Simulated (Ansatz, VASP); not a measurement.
## Two plane-wave programs on CsCl

```
CELL_PARAMETERS angstrom
4.06534 0.00000 0.00000
0.00000 4.06534 0.00000
0.00000 0.00000 4.06534
ATOMIC_POSITIONS crystal
Cs 0.00000 0.00000 0.00000
Cl 0.50000 0.50000 0.50000
```

Alike in both runs: functional PBEsol; k mesh 12 × 12 × 12; occupations fermi-dirac, width 0.1 eV; no spin polarisation.

Ansatz relaxed the structure, and its values are those at the end. VASP's run is a single point on that final structure, the one shown.

|  | VASP | Ansatz |
| --- | --- | --- |
| version | VASP 6.6.1 | Ansatz 0.2.0 |
| potentials or method | VASP PAW PBE potentials, release 64 (Cs_sv, Cl) | PAW with Ansatz's default frozen-core files, scalar-relativistic |
| plane-wave cutoff (eV) | 500 | 420 |
| valence electrons in the cell | 16 | 16 |

```tsv
	VASP	Ansatz	Ansatz less VASP
pressure (GPa)	0.1	0.0	-0.04
```

VASP's potentials were made for PBE, not for PBEsol.

Neither program's run includes spin-orbit coupling.
